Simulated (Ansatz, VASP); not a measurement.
**Ga2O3 in VASP and in Ansatz**

```xyz
10
Lattice="2.5161 1.4526 4.5103 -2.5161 1.4526 4.5103 0.0000 -2.9053 4.5103" Properties=species:S:1:pos:R:3 pbc="T T T"
Ga    0.0000    0.0000    4.8155
Ga    0.0000    0.0000    1.9499
Ga    0.0000    0.0000    8.7154
Ga    0.0000    0.0000   11.5810
O    -0.9904    1.4526    7.8930
O    -0.7628   -1.5841    7.8930
O     1.7532    0.1314    7.8930
O     0.9904   -1.4526    5.6379
O     0.7628    1.5841    5.6379
O    -1.7532   -0.1314    5.6379
```

Alike in both runs: functional PBE; dispersion D3(BJ); k mesh 6 × 6 × 6; occupations gaussian, width 0.02 eV; no spin polarisation.

Ansatz relaxed the structure, and its values are those at the end. VASP's run is a single point on that final structure, the one shown.

```csv
,VASP,Ansatz
version,VASP 6.6.1,Ansatz 0.2.0
potentials or method,"VASP PAW PBE potentials, release 64 (Ga_d, O), cutoff 520 eV","scalar-relativistic, plane waves, PAW"
valence electrons in the cell,88,88
```

Ansatz gave:

- gap on the k mesh at the Fermi level (eV): 2.57
- least direct gap on the mesh (eV): 2.82
- pressure (GPa): 0.0
- rms of the force components (eV/Å): 0.001

Problem. What did VASP give for the same quantities?

Solution. gap on the k mesh at the Fermi level (eV): 2.57; least direct gap on the mesh (eV): 2.81; pressure (GPa): 0.9; rms of the force components (eV/Å): 0.006.
